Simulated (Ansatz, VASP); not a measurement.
## Two plane-wave programs on Be

```
CELL_PARAMETERS angstrom
-1.55042 1.55042 3.83678
1.55042 -1.55042 3.83678
1.55042 1.55042 -3.83678
ATOMIC_POSITIONS crystal
Be 0.37990 0.37990 0.00000
Be 0.75000 0.25000 0.50000
Be 0.62010 0.62010 0.00000
```

Alike in both runs: task relaxation of cell and atoms; functional PBE; k mesh 8 × 8 × 8; occupations gaussian, width 0.1 eV; no spin polarisation.

|  | VASP | Ansatz |
| --- | --- | --- |
| version | VASP 6.6.1 | Ansatz 0.2.0 |
| potentials or method | VASP PAW PBE potentials, release 64 (Be), cutoff 600 eV | scalar-relativistic, plane waves, PAW |
| valence electrons in the cell | 6 | 6 |

|  | VASP | Ansatz | Ansatz less VASP |
| --- | --- | --- | --- |
| gap on the k mesh at the Fermi level, each at its own relaxed structure (eV) | none | none | - |
| relaxed volume (Å³/atom) | 9.65 | 9.63 | -0.028 |
| relaxed length of the cell vector where the two differ most in proportion (Å) | 6.021 | 6.019 | -0.0028 |

A gap of «none» marks a metal or a gap that the smearing closes.

Noted on VASP's run: the volume moved by over 15 % at a fixed basis, so the end points are rough.
